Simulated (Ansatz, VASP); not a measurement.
One calculation of MoS2, two programs

```
Mo S
1.0
     3.18558    0.00000    0.00000
    -1.59279    2.75880    0.00000
     0.00000    0.00000   14.51045
Mo S
2 4
Cartesian
  -0.0375 1.7742 3.6276
  1.5928 0.9196 10.8828
  0.0000 1.8392 9.3203
  1.5928 0.9196 2.0651
  0.0000 1.8392 12.4454
  1.5928 0.9196 5.1902
```

Alike in both runs: task single point; functional PBE; k mesh 12 × 12 × 2; occupations gaussian, width 0.05 eV; no spin polarisation.

|  | VASP | Ansatz |
| --- | --- | --- |
| version | VASP 6.6.1 | Ansatz 0.2.0 |
| potentials or method | VASP PAW PBE potentials, release 64 (Mo_sv, S), cutoff 520 eV | scalar-relativistic, plane waves, PAW |
| valence electrons in the cell | 52 | 52 |

```tsv
	VASP	Ansatz	Ansatz less VASP
gap on the k mesh at the Fermi level (eV)	1.43	1.41	-0.013
least direct gap on the mesh (eV)	1.65	1.65	-0.003
pressure (GPa)	0.0	0.1	+0.11
traceless stress, the component that is largest in VASP (GPa)	-0.54	-0.56	-0.022
rms of the force components (eV/Å)	0.423	0.424	+0.0011
```

Atom by atom the forces differ by 0.006 eV/Å (rms over components).
